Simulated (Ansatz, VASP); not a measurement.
**One calculation of BaTiO3, two programs**

```
Ba Ti O
1.0
     2.77354    1.60130    2.51088
    -2.77354    1.60130    2.51088
     0.00000   -3.20261    2.51088
Ba Ti O
1 1 3
Direct
  0.00495 0.00495 0.00495
  0.51919 0.51919 0.51919
  0.48839 0.48839 0.97777
  0.48839 0.97777 0.48839
  0.97777 0.48839 0.48839
```

Alike in both runs: task single point; functional PBE; k mesh 6 × 6 × 6; occupations gaussian, width 0.05 eV; no spin polarisation.

|  | VASP | Ansatz |
| --- | --- | --- |
| version | VASP 6.6.1 | Ansatz 0.2.0 |
| potentials or method | VASP PAW PBE potentials, release 64 (Ba_sv, Ti_sv, O), cutoff 520 eV | scalar-relativistic, plane waves, PAW |
| valence electrons in the cell | 40 | 40 |

VASP gave:

```
gap on the k mesh at the Fermi level (eV)                     : 2.50
least direct gap on the mesh (eV)                             : 2.87
pressure (GPa)                                                : 3.2
traceless stress, the component that is largest in VASP (GPa) : -12.98
rms of the force components (eV/Å)                            : 0.146
```

Task: What did Ansatz give for the same quantities?

Result: gap on the k mesh at the Fermi level (eV): 2.54; least direct gap on the mesh (eV): 2.88; pressure (GPa): 1.6; traceless stress, the component that is largest in VASP (GPa): -12.49; rms of the force components (eV/Å): 0.157.

Atom by atom the forces differ by 0.038 eV/Å (rms over components).

Spin-orbit coupling is off throughout.
